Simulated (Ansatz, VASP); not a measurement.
## Two plane-wave programs on SiC

The input INCAR:

```
SYSTEM = SiC
  PREC = Accurate
  ENCUT = 520
  EDIFF = 1E-7
  ISMEAR = 0
  SIGMA = 0.05
  LREAL = .FALSE.
  LASPH = .TRUE.
  NELM = 80
  ALGO = Normal
  ISIF = 2
  LWAVE = .FALSE.
  LCHARG = .FALSE.
  LDIPOL = .TRUE.
  IDIPOL = 3
  DIPOL = 0.5 0.5 0.500
  GGA = PE
  NBANDS = 36
```

The input KPOINTS:

```
regular mesh
0
G
  9 9 1
  0 0 0
```

File POSCAR:

```
SiC
1.0
    3.0917664104      0.0000000000      0.0000000000
   -1.5458832052      2.6775482539      0.0000000000
    0.0000000000      0.0000000000     28.3148762731
C Si
6 6
Direct
    0.3333333333      0.6666666667      0.2648784310
    0.6666666667      0.3333333333      0.3544783487
    0.3333333333      0.6666666667      0.4440782665
    0.6666666667      0.3333333333      0.5336781842
    0.3333333333      0.6666666667      0.6232781020
    0.6666666667      0.3333333333      0.7128780198
    0.6666666667      0.3333333333      0.2871219802
    0.3333333333      0.6666666667      0.3767218980
    0.6666666667      0.3333333333      0.4663218158
    0.3333333333      0.6666666667      0.5559217335
    0.6666666667      0.3333333333      0.6455216513
    0.3333333333      0.6666666667      0.7351215690
```

Input for Ansatz:

```yaml
crystal:
  lattice:
    - [3.0917664104, 0.0, 0.0]
    - [-1.5458832052, 2.6775482539, 0.0]
    - [0.0, 0.0, 28.3148762731]
  atoms:
    - { symbol: C, position: [0.3333333333, 0.6666666667, 0.264878431] }
    - { symbol: Si, position: [0.6666666667, 0.3333333333, 0.2871219802] }
    - { symbol: C, position: [0.6666666667, 0.3333333333, 0.3544783487] }
    - { symbol: Si, position: [0.3333333333, 0.6666666667, 0.376721898] }
    - { symbol: C, position: [0.3333333333, 0.6666666667, 0.4440782665] }
    - { symbol: Si, position: [0.6666666667, 0.3333333333, 0.4663218158] }
    - { symbol: C, position: [0.6666666667, 0.3333333333, 0.5336781842] }
    - { symbol: Si, position: [0.3333333333, 0.6666666667, 0.5559217335] }
    - { symbol: C, position: [0.3333333333, 0.6666666667, 0.623278102] }
    - { symbol: Si, position: [0.6666666667, 0.3333333333, 0.6455216513] }
    - { symbol: C, position: [0.6666666667, 0.3333333333, 0.7128780198] }
    - { symbol: Si, position: [0.3333333333, 0.6666666667, 0.735121569] }
basis:
  ecutwfc: 420
kpoints:
  mp_grid: { grid: [9, 9, 1] }
hamiltonian:
  xc: pbe
scf:
  occupations: { method: gaussian, width: 0.05 }
  mixing: { preconditioner: none, beta: 0.7 }
  max_iter: 91
output:
  forces: true
  stress: true
  eigenvalues: true
efield:
  axis: 3
  dipole_correction: true
  ramp_width: 0.04
```

Alike in both runs: task single point; functional PBE; k mesh 9 × 9 × 1; occupations gaussian, width 0.05 eV; no spin polarisation.

|  | VASP | Ansatz |
| --- | --- | --- |
| version | VASP 6.6.1 | Ansatz 0.2.0 |
| potentials or method | VASP PAW PBE potentials, release 64 (C, Si), cutoff 520 eV | scalar-relativistic, plane waves, PAW |
| valence electrons in the cell | 48 | 48 |

```csv
,VASP,Ansatz,Ansatz less VASP
gap on the k mesh at the Fermi level (eV),none,none,-
rms of the force components (eV/Å),0.633,0.634,+0.0004
```

A gap of «none» marks a metal or a gap that the smearing closes. With one functional, cell and mesh, what is left measures potentials, basis and numerics. Ansatz's warnings: vacuum below fermi.
